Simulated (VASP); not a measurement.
SnSe, 2 atoms in the cell. It takes space group I4/mmm (No. 139, tetragonal). The conventional cell has a = 4.257 Å, b = 4.257 Å, c = 5.779 Å, α = 90.00°, β = 90.00°, γ = 90.00°. Sn (site symmetry 4/mmm) has 6 Se at 2.89 to 3.01 Å within 3.8 Å. Se (site symmetry 4/mmm) has 6 Sn at 2.89 to 3.01 Å within 3.8 Å.  This cell differs from its parent crystal: strain -0.0400 x Voigt [0, 0, 1, 0, 0, 0].

| Item | Value |
| --- | --- |
| Program | VASP 6.6.1 |
| Task | single point |
| Functional | r2SCAN |
| Potentials or basis | VASP PAW PBE potentials, release 64 (Sn_d, Se) |
| Cutoff | 520 eV |
| k mesh | 10 × 10 × 10 |
| Occupations | gaussian, width 0.05 eV |
| Spin | no spin polarisation |
| Dipole correction | no |
| Further INCAR settings | ALGO = Normal; EDIFF = 1e-06; NBANDS = 17 |

Potentials or basis: VASP PAW PBE potentials, release 64 (Sn_d, Se).

Launch:

```console
$ cat potpaw_PBE.64/Sn_d/POTCAR potpaw_PBE.64/Se/POTCAR > POTCAR
$ cp INCAR.step1 INCAR
$ mpirun -np 1 vasp_std > vasp.out
$ cp INCAR.step2 INCAR
$ mpirun -np 1 vasp_std > vasp.out
```

Hardware: 1 thread of Intel Xeon 8259CL, on a shared host.

Task: How long does it take, and how much memory?

Result: Wall time 4.4 min on 1 thread of Intel Xeon 8259CL, with other jobs on the host, peak memory 0.25 GiB. Counts: k points 102.
